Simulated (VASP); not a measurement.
# SnO (Romarchite) (P4/nmm) in VASP: notebook, part 2 of 3

VASP 6.6.1.

### Step 3. Single point, PBEsol

This run uses another cell than the first one, of 17.13 Å³/atom, 1.040 times its volume.

Contents of INCAR:

```
PREC = Accurate
ENCUT = 520
EDIFF = 1E-6
ISMEAR = -1
SIGMA = 0.1
LREAL = False
LASPH = True
NELM = 100
ALGO = Normal
ISIF = 2
LWAVE = False
LCHARG = False
GGA = PS
NBANDS = 28
```

Contents of KPOINTS:

```
Automatic mesh
0
Gamma
  8 8 7
```

Contents of POSCAR:

```
SnO
1.0
    3.8017165508      0.0000000000      0.0000000000
    0.0000000000      3.8017165508      0.0000000000
    0.0000000000      0.0000000000      4.7410492914
Sn O
2 2
Direct
    0.5000000000      0.0000000000      0.2432916001
    0.0000000000      0.5000000000      0.7567083999
    0.0000000000      0.0000000000      0.0000000000
    0.5000000000      0.5000000000      0.0000000000
```

Potentials or basis: VASP PAW PBE potentials, release 64 (Sn_d, O).

The run is started by

```
$ cat potpaw_PBE.64/Sn_d/POTCAR potpaw_PBE.64/O/POTCAR > POTCAR
$ mpirun -np 1 vasp_std > vasp.out
```

OUTCAR:

```text
PREC = Accurate
   ENCUT = 520
   EDIFF = 1E-6
   ISMEAR = -1
   LREAL = False
   LASPH = True
   NELM = 100
   ISIF = 2
   GGA = PS

 ion  position               nearest neighbor table
   1  0.500  0.000  0.243-   3 2.22   4 2.22   4 2.22   3 2.22   2 3.54   2 3.54   2 3.54   2 3.54
                             2 3.63   2 3.63   2 3.63   2 3.63
   2  0.000  0.500  0.757-   3 2.22   4 2.22   3 2.22   4 2.22   1 3.54   1 3.54   1 3.54   1 3.54
                             1 3.63   1 3.63   1 3.63   1 3.63
   3  0.000  0.000  0.000-   1 2.22   2 2.22   2 2.22   1 2.22
   4  0.500  0.500  0.000-   1 2.22   2 2.22   1 2.22   2 2.22

  LATTYP: Found a simple tetragonal cell.
 ALAT       =     3.8017165508
 C/A-ratio  =     1.2470812140

  Lattice vectors:

 A1 = (   3.8017165508,   0.0000000000,   0.0000000000)
 A2 = (   0.0000000000,   3.8017165508,   0.0000000000)
 A3 = (   0.0000000000,   0.0000000000,   4.7410492914)

Analysis of symmetry for initial positions (statically):
=====================================================================
 Subroutine PRICEL returns:
 Original cell was already a primitive cell.

 Routine SETGRP: Setting up the symmetry group for a
 simple tetragonal supercell.

[... 167 lines left out ...]
  free energy    TOTEN  =       -24.21789691 eV

  energy without entropy =      -24.21194544  energy(sigma->0) =      -24.21492118

 E-fermi :   7.3806     XC(G=0): -10.6188

 val. band max:        7.2642299229   @ k =   0.0000   0.0000   0.0000
 cond. band min:       7.4780929061   @ k =   0.5000   0.5000   0.1429
 fundamental gap:      0.2138629832
 Fermi energy:         7.3806368227

 k-point     1 :       0.0000    0.0000    0.0000
  band No.  band energies     occupation
      1     -14.6721      2.00000
      2     -14.2279      2.00000
      3     -14.2279      2.00000
      4     -14.2163      2.00000
      5     -14.1747      2.00000
      6     -14.1732      2.00000
[... 733 lines left out ...]
     27      15.7281      0.00000
     28      15.7281      0.00000

 [... further k-points ...]
[... 5 lines left out ...]
  --------------------------------------------------------------------------------------
  -------------------------------------------------------------------------------------
  Total        0.1362042      0.1362042      0.1301386      0.0000000     -0.0000000      0.0000000
  in kB        3.1846890      3.1846890      3.0428660      0.0000000     -0.0000000      0.0000000
  external PRESSURE =       3.1374146 kB  Pullay stress =       0.0000000 kB

 VOLUME and BASIS-vectors are now :
 -----------------------------------------------------------------------------
  energy-cutoff  :      520.00
  volume of cell :       68.52
      direct lattice vectors                 reciprocal lattice vectors
     3.801716551  0.000000000  0.000000000     0.263039074  0.000000000  0.000000000
     0.000000000  3.801716551  0.000000000     0.000000000  0.263039074  0.000000000
     0.000000000  0.000000000  4.741049291     0.000000000  0.000000000  0.210923772

 POSITION                                       TOTAL-FORCE (eV/Angst)
 -----------------------------------------------------------------------------------
      1.90086      0.00000      1.15346         0.000000      0.000000      0.096939
      0.00000      1.90086      3.58759        -0.000000      0.000000     -0.096939
      0.00000      0.00000      0.00000         0.000000     -0.000000      0.000000
      1.90086      1.90086      0.00000         0.000000      0.000000      0.000000
 -----------------------------------------------------------------------------------
    total drift:                                0.000000      0.000000     -0.000000

  FREE ENERGIE OF THE ION-ELECTRON SYSTEM (eV)
  ---------------------------------------------------
  free  energy   TOTEN  =       -24.2178969123 eV

  energy  without entropy=      -24.2119454444  energy(sigma->0) =      -24.21492118
```

OSZICAR:

```text
N       E                     dE             d eps       ncg     rms          rms(c)
DAV:   1     0.414299193823E+03    0.41430E+03   -0.19916E+04  3488   0.220E+03
DAV:   2     0.349728717268E+02   -0.37933E+03   -0.36431E+03  3468   0.544E+02
DAV:   3    -0.245243227003E+02   -0.59497E+02   -0.58248E+02  3816   0.180E+02
DAV:   4    -0.273632335827E+02   -0.28389E+01   -0.28231E+01  3916   0.417E+01
DAV:   5    -0.274314636374E+02   -0.68230E-01   -0.68202E-01  3600   0.696E+00    0.108E+01
DAV:   6    -0.242843949443E+02    0.31471E+01   -0.14198E+01  5432   0.430E+01    0.482E+00
DAV:   7    -0.242524772852E+02    0.31918E-01   -0.17612E+00  3924   0.804E+00    0.241E+00
DAV:   8    -0.242278707061E+02    0.24607E-01   -0.28524E-01  4092   0.346E+00    0.758E-01
DAV:   9    -0.242172518739E+02    0.10619E-01   -0.43247E-02  5392   0.225E+00    0.215E-01
DAV:  10    -0.242181714302E+02   -0.91956E-03   -0.62722E-03  4704   0.774E-01    0.123E-01
DAV:  11    -0.242178816223E+02    0.28981E-03   -0.15277E-03  5168   0.379E-01    0.211E-02
DAV:  12    -0.242179031409E+02   -0.21519E-04   -0.20116E-04  3436   0.823E-02    0.274E-02
DAV:  13    -0.242178970620E+02    0.60789E-05   -0.23444E-05  4276   0.325E-02    0.267E-03
DAV:  14    -0.242178969123E+02    0.14971E-06   -0.14615E-06  2500   0.116E-02
   1 F= -.24217897E+02 E0= -.24214921E+02  d E =-.595147E-02
```

stdout:

```text
POSCAR found type information on POSCAR SnO
 POSCAR found :  2 types and       4 ions
 scaLAPACK will be used
 -----------------------------------------------------------------------------
|                                                                             |
|                                                                             |
|     You enforced a specific xc type in the INCAR file but a different       |
|     I HOPE YOU KNOW WHAT YOU ARE DOING!                                     |
|                                                                             |
 -----------------------------------------------------------------------------

 LDA part: xc-table for (Slater+PW92), standard interpolation
 POSCAR, INCAR and KPOINTS ok, starting setup
 FFT: planning ... GRIDC
 FFT: planning ... GRID_SOFT
 FFT: planning ... GRID
 WAVECAR not read
 entering main loop
```

Wall time 68 s (1 thread of Intel Xeon 6975P-C (Granite Rapids), shared host); peak memory 0.22 GiB.

Results:

| Quantity | Value |
| --- | --- |
| Free energy | -24.2179 eV |
| Pressure | 0.3 GPa |
| Largest force | 0.097 eV/Å |
| Band gap on the k mesh | zero (band 20 reaches 7.26 eV, above the bottom of band 21 at 7.15 eV) |

Forces on the atoms (eV/Å):
```
Sn   0.000  0.000  0.097
Sn   0.000  0.000 -0.097
O    0.000  0.000  0.000
O    0.000  0.000  0.000
```

Caveat: the PAW data sets were made with another functional, which shifts forces and pressure a little; spin-orbit coupling is left out, which moves the levels of the heavy elements.

### Step 4. Single point, PBE

This run uses another cell than the first one, of 18.91 Å³/atom, 1.149 times its volume.

Contents of INCAR:

```
SYSTEM = SnO
  PREC = Accurate
  ENCUT = 520
  EDIFF = 1E-6
  ISMEAR = -1
  SIGMA = 0.1
  LREAL = .FALSE.
  LASPH = .TRUE.
  NELM = 100
  ALGO = Normal
  ISIF = 2
  LWAVE = .FALSE.
  LCHARG = .FALSE.
  GGA = PE
  NBANDS = 28
```

Contents of KPOINTS:

```
Automatic mesh
0
G
  8 8 7
  0 0 0
```

Contents of POSCAR:

```
SnO
1.0
    3.8675229059      0.0000000000      0.0000000000
    0.0000000000      3.8675229059      0.0000000000
    0.0000000000      0.0000000000      5.0578778920
Sn O
2 2
Direct
    0.5000000000      0.0000000000      0.2290739911
    0.0000000000      0.5000000000      0.7709260089
    0.0000000000      0.0000000000      0.0000000000
    0.5000000000      0.5000000000      0.0000000000
```

The run is started by

```
$ cat potpaw_PBE.64/Sn_d/POTCAR potpaw_PBE.64/O/POTCAR > POTCAR
$ mpirun -np 1 vasp_std > vasp.out
```

It took 95 s on 1 thread of Intel Xeon 6975P-C (Granite Rapids), shared host; peak memory 0.23 GiB.

It converged, with:

```yaml
Free_energy: -22.7261 eV
Pressure: 0.2 GPa
Largest_force: 0.088 eV/Å
Band_gap_on_the_k_mesh: 0.50 eV, indirect (least direct gap 1.91 eV)
```

Forces on the atoms (eV/Å):
```
Sn   0.000  0.000  0.088
Sn   0.000  0.000 -0.088
O    0.000  0.000  0.000
O    0.000  0.000  0.000
```

Levels at points of the mesh, in eV from the valence-band top:
```
           k point  band 16  band 17  band 18  band 19  band 20  band 21  band 22  band 23  band 24  band 25
(0.00, 0.00, 0.00)    -5.83    -3.16    -2.89    -2.89     0.00     1.91     4.08     4.91     4.91     5.53
(0.50, 0.00, 0.00)    -4.63    -4.48    -4.48    -2.34    -2.34     3.05     3.05     5.69     5.69     5.93
(0.50, 0.50, 0.00)    -4.75    -2.25    -2.25    -1.74    -1.74     0.50     0.50     4.56     4.56     6.82
```

Caveat: spin-orbit coupling is left out, which moves the levels of the heavy elements. A k mesh can miss the band edges.

[end of part 2 of 3]
